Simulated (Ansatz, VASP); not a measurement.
**P in VASP and in Ansatz**

INCAR

```
  PREC = Accurate
  ENCUT = 520
  EDIFF = 1E-7
  ISMEAR = -1
  SIGMA = 0.05
  LREAL = False
  LASPH = True
  NELM = 100
  ALGO = Normal
  ISIF = 2
  LWAVE = False
  LCHARG = False
  GGA = PE
  NBANDS = 12
```

KPOINTS

```
regular mesh
0
Gamma
  15 15 8
```

The input POSCAR:

```
P
1.0
    2.7497409823      0.0000000000      0.0000000000
   -1.3748704911      2.3813455445      0.0000000000
    0.0000000000      0.0000000000      4.6629093757
P
2
Direct
    0.3333333333      0.6666666667      0.2500000000
    0.6666666667      0.3333333333      0.7500000000
```

Input for Ansatz:

```yaml
crystal:
  lattice:
    - [2.7497409823, 0.0, 0.0]
    - [-1.3748704911, 2.3813455445, 0.0]
    - [0.0, 0.0, 4.6629093757]
  atoms:
    - { symbol: P, position: [0.3333333333, 0.6666666667, 0.25] }
    - { symbol: P, position: [0.6666666667, 0.3333333333, 0.75] }
kpoints:
  mp_grid: { grid: [15, 15, 8] }
scf:
  occupations: { method: fermi_dirac, width: 0.05 }
hamiltonian:
  xc: pbe
  pseudopotentials: { kind: all_electron, lapw: { basis_error: 0.001 } }
output:
  forces: true
  stress: true
  eigenvalues: true
```

Change from the starting cell: volume scaled by 1.05.

Alike in both runs: task single point; functional PBE; k mesh 15 × 15 × 8; occupations fermi-dirac, width 0.05 eV; no spin polarisation.

|  | VASP | Ansatz |
| --- | --- | --- |
| version | VASP 6.6.1 | Ansatz 0.2.0 |
| potentials or method | VASP PAW PBE potentials, release 64 (P), cutoff 520 eV | all-electron LAPW, scalar-relativistic |

Ansatz gave:

```
pressure (GPa)                                                : -4.0
traceless stress, the component that is largest in VASP (GPa) : 0.15
```

Q: What did VASP give for the same quantities?

A: Pressure (GPa): -4.2; traceless stress, the component that is largest in VASP (GPa): 0.15.

Ansatz ran all-electron here, and VASP with PAW potentials.
